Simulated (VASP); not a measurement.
# TiO2 (Anatase) (I4_1/amd) in VASP: single point with PBEsol

Aim: the single point of TiO2 (Anatase) with PBEsol.

Program: VASP 6.6.1. These are calculated values, not measurements. Logs are shortened: lines on timing, memory, paths and dates and some standing lists are left out, and cuts for length are marked.

## Step 1: The cell of the first run

It takes space group I4_1/amd (No. 141, tetragonal). The conventional cell has a = 3.784 Å, b = 3.784 Å, c = 9.515 Å, α = 90.00°, β = 90.00°, γ = 90.00°. Ti (site symmetry -4m2) has 6 O at 1.93 to 1.98 Å within 2.6 Å. O (site symmetry 2mm) has 3 Ti at 1.93 to 1.98 Å and 2 O at 2.47 Å within 2.6 Å.

## Step 2: Single point, PBEsol

INCAR

```
SYSTEM = TiO2
PREC = Accurate
ENCUT = 600
EDIFF = 1E-6
ISMEAR = 0
SIGMA = 0.01
LREAL = .FALSE.
LASPH = .TRUE.
NELM = 120
ALGO = Normal
ISIF = 2
LWAVE = .FALSE.
LCHARG = .FALSE.
GGA = PS
NBANDS = 33
GGA_COMPAT = .FALSE.
```

KPOINTS

```
regular mesh
0
G
  7 7 7
  0 0 0
```

POSCAR

```
TiO2
1.0
   -1.8921000000      1.8921000000      4.7573000000
    1.8921000000     -1.8921000000      4.7573000000
    1.8921000000      1.8921000000     -4.7573000000
Ti O
2 4
Direct
    0.0000000000      0.0000000000      0.0000000000
    0.7500000000      0.2500000000      0.5000000000
    0.2081000000      0.2081000000      0.0000000000
    0.9581000000      0.4581000000      0.5000000000
    0.5419000000      0.0419000000      0.5000000000
    0.7919000000      0.7919000000      0.0000000000
```

Potentials or basis: VASP PAW PBE potentials, release 64 (Ti_sv, O).

The run is started by

```console
> cat potpaw_PBE.64/Ti_sv/POTCAR potpaw_PBE.64/O/POTCAR > POTCAR
> mpirun -np 1 vasp_std > vasp.out
```

OUTCAR:

```text
SYSTEM = TiO2
   PREC = Accurate
   ENCUT = 600
   EDIFF = 1E-6
   ISMEAR = 0
   LREAL = .FALSE.
   LASPH = .TRUE.
   NELM = 120
   ISIF = 2
   GGA = PS

 ion  position               nearest neighbor table
   1  0.000  0.000  0.000-   5 1.93   4 1.93   5 1.93   4 1.93   3 1.98   6 1.98
   2  0.750  0.250  0.500-   6 1.93   3 1.93   6 1.93   3 1.93   4 1.98   5 1.98
   3  0.208  0.208  0.000-   2 1.93   2 1.93   1 1.98
   4  0.958  0.458  0.500-   1 1.93   1 1.93   2 1.98
   5  0.542  0.042  0.500-   1 1.93   1 1.93   2 1.98
   6  0.792  0.792  0.000-   2 1.93   2 1.93   1 1.98

  LATTYP: Found a body centered tetragonal cell.
 ALAT       =     3.7842000000
 C/A-ratio  =     2.5142962846

  Lattice vectors:

 A1 = (  -1.8921000000,   1.8921000000,   4.7573000000)
 A2 = (   1.8921000000,  -1.8921000000,   4.7573000000)
 A3 = (   1.8921000000,   1.8921000000,  -4.7573000000)

Analysis of symmetry for initial positions (statically):
=====================================================================
 Subroutine PRICEL returns:
 Original cell was already a primitive cell.

 Routine SETGRP: Setting up the symmetry group for a
 body centered tetragonal supercell.

 Subroutine GETGRP returns: Found 16 space group operations
 (whereof  8 operations were pure point group operations)
 out of a pool of 16 trial point group operations.

The static configuration has the point symmetry D_2d.
 The point group associated with its full space group is D_4h.

Analysis of symmetry for dynamics (positions and initial velocities):
=====================================================================
 Subroutine PRICEL returns:
 Original cell was already a primitive cell.

 Routine SETGRP: Setting up the symmetry group for a
 body centered tetragonal supercell.

 Subroutine GETGRP returns: Found 16 space group operations
 (whereof  8 operations were pure point group operations)
 out of a pool of 16 trial point group operations.

The dynamic configuration has the point symmetry D_2d.
 The point group associated with its full space group is D_4h.

 Subroutine INISYM returns: Found 16 space group operations
 (whereof  8 operations are pure point group operations),
 and found     1 'primitive' translations

----------------------------------------------------------------------------------------

                                     Primitive cell

  volume of cell :      68.1253

  direct lattice vectors                    reciprocal lattice vectors
    -1.892100000  1.892100000  4.757300000     0.000000000  0.264256646  0.105101633
     1.892100000 -1.892100000  4.757300000     0.264256646  0.000000000  0.105101633
     1.892100000  1.892100000 -4.757300000     0.264256646  0.264256646  0.000000000

  length of vectors
     5.458203744  5.458203744  5.458203744     0.284390450  0.284390450  0.373715333

  position of ions in fractional coordinates (direct lattice)
     0.000000000  0.000000000  0.000000000
     0.750000000  0.250000000  0.500000000
     0.208100000  0.208100000  0.000000000
     0.958100000  0.458100000  0.500000000
     0.541900000  0.041900000  0.500000000
     0.791900000  0.791900000  0.000000000

  ion indices of the primitive-cell ions
   primitive index   ion index
                 1           1
                 2           2
                 3           3
                 4           4
                 5           5
                 6           6

----------------------------------------------------------------------------------------

 KPOINTS: regular mesh

Automatic generation of k-mesh.
 Grid dimensions read from file:
 generate k-points for:    7    7    7

 Generating k-lattice:

  Cartesian coordinates                     Fractional coordinates (reciprocal lattice)
     0.000000000  0.037750949  0.015014519     0.142857143  0.000000000  0.000000000
     0.037750949  0.000000000  0.015014519     0.000000000  0.142857143  0.000000000
     0.037750949  0.037750949  0.000000000     0.000000000  0.000000000  0.142857143

  Length of vectors
     0.040627207  0.040627207  0.053387905

  Shift w.r.t. Gamma in fractional coordinates (k-lattice)
     0.000000000  0.000000000  0.000000000

 Subroutine IBZKPT returns following result:
 ===========================================

 Found     40 irreducible k-points:

 Following reciprocal coordinates:
            Coordinates               Weight
  0.000000  0.000000  0.000000      1.000000
  0.142857  0.000000  0.000000      8.000000
  0.285714  0.000000  0.000000      8.000000
  0.428571 -0.000000  0.000000      8.000000
  0.142857  0.142857  0.000000      8.000000
  0.285714  0.142857  0.000000     16.000000
[... 16 lines left out ...]
 -0.142857  0.285714  0.142857      8.000000
 -0.428571  0.428571  0.142857      8.000000
 [... further k-points ...]
   k-points           NKPTS =     40   k-points in BZ     NKDIM =     40   number of bands    NBANDS=     33
   number of dos      NEDOS =    301   number of ions     NIONS =      6
   total plane-waves  NPLWV = 110592
   dimension x,y,z NGX =    48 NGY =   48 NGZ =   48
   dimension x,y,z NGXF=    96 NGYF=   96 NGZF=   96
   ions per type =               2   4
   NGX,Y,Z   is equivalent  to a cutoff of  14.62, 14.62, 14.62 a.u.
   NGXF,Y,Z  is equivalent  to a cutoff of  29.24, 29.24, 29.24 a.u.
 SYSTEM =  TiO2
   PREC   = accura    normal or accurate (medium, high low for compatibility)
   ISTART =      0    job   : 0-new  1-cont  2-samecut
   ICHARG =      2    charge: 1-file 2-atom 10-const
   ISPIN  =      1    spin polarized calculation?
   LNONCOLLINEAR =      F non collinear calculations
   LSORBIT =      F    spin-orbit coupling
   LASPH  =      T    aspherical Exc in radial PAW
   ENCUT  =  600.0 eV  44.10 Ry    6.64 a.u.  10.90 10.90 10.90*2*pi/ulx,y,z
   NELM   =    120;   NELMIN=  2; NELMDL= -5     # of ELM steps
   EDIFF  = 0.1E-05   stopping-criterion for ELM
   LREAL  =      F    real-space projection
[... 7 lines left out ...]
   TEBEG  =    0.0;   TEEND  =   0.0 temperature during run
   PSTRESS=    0.0 pullay stress
   NELECT =      48.0000    total number of electrons
   NUPDOWN=      -1.0000    fix difference up-down
   EMIN   =  10.00;   EMAX   =-10.00  energy-range for DOS
   EFERMI =   0.00;   METHOD = LEGACY
   ISMEAR =     0;   SIGMA  =   0.01  broadening in eV -4-tet -1-fermi 0-gaus
   EFERMI_NEDOS =   21; number of points for ismear=-14 and -15
   IALGO  =     38    algorithm
   IMIX   =      4    mixing-type and parameters
     AMIX     =   0.40;   BMIX     =  1.00
     AMIX_MAG =   1.60;   BMIX_MAG =  1.00
  volume/ion in A,a.u.               =      11.35        76.62
  Fermi-wavevector in a.u.,A,eV,Ry     =   1.456752  2.752862 28.873289  2.122127
  Thomas-Fermi vector in A             =   2.573634
   LORBIT       =      0    0 simple, 1 ext, 2 COOP (PROOUT), +10 PAW based schemes
   GGA     = PS    functional components
   LHFCALC =     F    Hartree Fock is set to
   AEXX    =    0.0000 exact exchange contribution
   IVDW    =     0    specifies the selected vdW correction
   LEPSILON=     F    determine dielectric tensor
   LRPA    =     F    only Hartree local field effects (RPA)
 non-spin polarized calculation
 Gauss-broadening in eV      SIGMA  =   0.01
  energy-cutoff  :      600.00
  volume of cell :       68.13
 maximum number of plane-waves:      2299
 NGX is ok and might be reduce to    48
   NGX = 21   NGY = 21   NGZ = 21

 number of electron      47.9999997 magnetization

 Free energy of the ion-electron system (eV)
  ---------------------------------------------------
  ext. energy  EPLUGINS =         0.00000000
  ---------------------------------------------------
  free energy    TOTEN  =       -56.22549488 eV

  energy without entropy =      -56.22549488  energy(sigma->0) =      -56.22549488

 E-fermi :   3.3448     XC(G=0): -11.0181

 val. band max:        3.2872030001   @ k =  -0.4286   0.4286   0.0000
 cond. band min:       5.3362009404   @ k =   0.0000   0.0000   0.0000
 fundamental gap:      2.0489979403
 Fermi energy:         3.3448434304

 k-point     1 :       0.0000    0.0000    0.0000
  band No.  band energies     occupation
      1     -52.8528      2.00000
      2     -52.7901      2.00000
      3     -29.4411      2.00000
      4     -29.1938      2.00000
      5     -29.1938      2.00000
      6     -29.1197      2.00000
[... 25 lines left out ...]
     32       8.6238      0.00000
     33       8.6390      0.00000

 k-point     2 :       0.1429    0.0000    0.0000
  band No.  band energies     occupation
      1     -52.8501      2.00000
      2     -52.7920      2.00000
      3     -29.4354      2.00000
      4     -29.2198      2.00000
      5     -29.1958      2.00000
      6     -29.1301      2.00000
[... 25 lines left out ...]
     32       8.8148      0.00000
     33       9.1273      0.00000

 k-point     3 :       0.2857    0.0000    0.0000
  band No.  band energies     occupation
      1     -52.8431      2.00000
      2     -52.7970      2.00000
      3     -29.4230      2.00000
      4     -29.2756      2.00000
      5     -29.1996      2.00000
      6     -29.1485      2.00000
[... 25 lines left out ...]
     32       9.1935      0.00000
     33       9.6351      0.00000

 k-point     4 :       0.4286   -0.0000    0.0000
  band No.  band energies     occupation
      1     -52.8360      2.00000
      2     -52.8025      2.00000
      3     -29.4123      2.00000
      4     -29.3213      2.00000
      5     -29.2022      2.00000
      6     -29.1561      2.00000
[... 25 lines left out ...]
     32       9.3482      0.00000
     33       9.8586      0.00000

 k-point     5 :       0.1429    0.1429    0.0000
  band No.  band energies     occupation
      1     -52.8460      2.00000
      2     -52.7951      2.00000
      3     -29.4219      2.00000
      4     -29.2376      2.00000
      5     -29.2111      2.00000
      6     -29.1360      2.00000
[... 604 lines left out ...]
 k-point    22 :      -0.2857    0.2857    0.1429
  band No.  band energies     occupation
      1     -52.8364      2.00000
      2     -52.8012      2.00000
      3     -29.4275      2.00000
      4     -29.3117      2.00000
      5     -29.2152      2.00000
      6     -29.1822      2.00000
[... 25 lines left out ...]
     32       9.8722      0.00000
     33      10.0651      0.00000

 k-point    23 :      -0.1429    0.2857    0.1429
  band No.  band energies     occupation
      1     -52.8381      2.00000
      2     -52.8004      2.00000
      3     -29.4266      2.00000
      4     -29.3062      2.00000
      5     -29.2004      2.00000
      6     -29.1689      2.00000
[... 25 lines left out ...]
     32       9.3220      0.00000
     33       9.9755      0.00000

 k-point    24 :      -0.4286    0.4286    0.1429
  band No.  band energies     occupation
      1     -52.8241      2.00000
      2     -52.8116      2.00000
      3     -29.3992      2.00000
      4     -29.3547      2.00000
      5     -29.2333      2.00000
      6     -29.2155      2.00000
[... 25 lines left out ...]
     32       9.7288      0.00000
     33      10.7028      0.00000

 [... further k-points ...]
[... 5 lines left out ...]
  --------------------------------------------------------------------------------------
  -------------------------------------------------------------------------------------
  Total       -0.3762323     -0.3762323      0.0507386      0.0000000      0.0000000      0.0000000
  in kB       -8.8482611     -8.8482611      1.1932752      0.0000000      0.0000000      0.0000000
  external PRESSURE =      -5.5010824 kB  Pullay stress =       0.0000000 kB

 VOLUME and BASIS-vectors are now :
 -----------------------------------------------------------------------------
  energy-cutoff  :      600.00
  volume of cell :       68.13
      direct lattice vectors                 reciprocal lattice vectors
    -1.892100000  1.892100000  4.757300000     0.000000000  0.264256646  0.105101633
     1.892100000 -1.892100000  4.757300000     0.264256646  0.000000000  0.105101633
     1.892100000  1.892100000 -4.757300000     0.264256646  0.264256646  0.000000000

 POSITION                                       TOTAL-FORCE (eV/Angst)
 -----------------------------------------------------------------------------------
      0.00000      0.00000      0.00000        -0.000000     -0.000000      0.000000
      0.00000      1.89210      2.37865        -0.000000     -0.000000      0.000000
      0.00000      0.00000      1.97999         0.000000      0.000000      0.010860
      0.00000      1.89210      4.35864        -0.000000     -0.000000      0.010860
      0.00000      1.89210      0.39866         0.000000      0.000000     -0.010860
      0.00000      0.00000      7.53461         0.000000      0.000000     -0.010860
 -----------------------------------------------------------------------------------
    total drift:                                0.000000     -0.000000     -0.000000

  FREE ENERGIE OF THE ION-ELECTRON SYSTEM (eV)
  ---------------------------------------------------
  free  energy   TOTEN  =       -56.2254948756 eV

  energy  without entropy=      -56.2254948756  energy(sigma->0) =      -56.22549488
```

Run time: 6.5 min. Hardware: 1 thread of Intel Xeon 8259CL, shared host; peak memory 0.36 GiB.

What came out:

```
Free energy            : -56.2255 eV
Pressure               : -0.6 GPa
Largest force          : 0.011 eV/Å
Band gap on the k mesh : 2.05 eV, indirect (least direct gap 2.40 eV)
```

Forces in eV/Å, atoms in the order of the input:
```
Ti   0.000  0.000  0.000
Ti   0.000  0.000  0.000
O    0.000  0.000  0.011
O    0.000  0.000  0.011
O    0.000  0.000 -0.011
O    0.000  0.000 -0.011
```

Stress tensor (GPa, compression positive):
```
-0.88  0.00  0.00
 0.00 -0.88  0.00
 0.00  0.00  0.12
```

Levels at points of the mesh, in eV from the valence-band top:
```tsv
k point	band 20	band 21	band 22	band 23	band 24	band 25	band 26	band 27	band 28	band 29
(0.00, 0.00, 0.00)	-0.78	-0.77	-0.77	-0.48	-0.48	2.05	2.81	3.96	3.96	4.00
```

Caveat: the PAW data sets were made with another functional, which shifts forces and pressure a little.
